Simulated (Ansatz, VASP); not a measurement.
**HfC3: VASP beside Ansatz**

```
CELL_PARAMETERS angstrom
4.97822 0.00000 0.00000
-2.48911 4.31127 0.00000
0.00000 0.00000 3.99579
ATOMIC_POSITIONS crystal
Hf 0.33333 0.66667 0.25000
Hf 0.66667 0.33333 0.75000
C 0.83300 0.66600 0.25000
C 0.16700 0.83300 0.75000
C 0.33400 0.16700 0.25000
C 0.16700 0.33400 0.75000
C 0.83300 0.16700 0.25000
C 0.66600 0.83300 0.75000
```

Alike in both runs: task relaxation of cell and atoms; functional PBE; k mesh 6 × 6 × 4; occupations gaussian, width 0.1 eV; no spin polarisation.

|  | VASP | Ansatz |
| --- | --- | --- |
| version | VASP 6.6.1 | Ansatz 0.2.0 |
| potentials or method | VASP PAW PBE potentials, release 64 (Hf_pv, C), cutoff 600 eV | scalar-relativistic, plane waves, PAW |
| valence electrons in the cell | 44 | 76 |

```tsv
	VASP	Ansatz	Ansatz less VASP
gap on the k mesh at the Fermi level, each at its own relaxed structure (eV)	none	none	-
relaxed volume (Å³/atom)	10.93	11.03	+0.100
relaxed length of the cell vector where the two differ most in proportion (Å)	5.107	5.144	+0.0365
```

A gap of «none» marks a metal or a gap that the smearing closes. VASP's potentials hold 44 valence electrons a cell and Ansatz's 76, so a difference there can come from the potentials and not from the codes.

The k mesh is coarse, so the values compare programs but aren't converged. Neither program's run includes spin-orbit coupling.
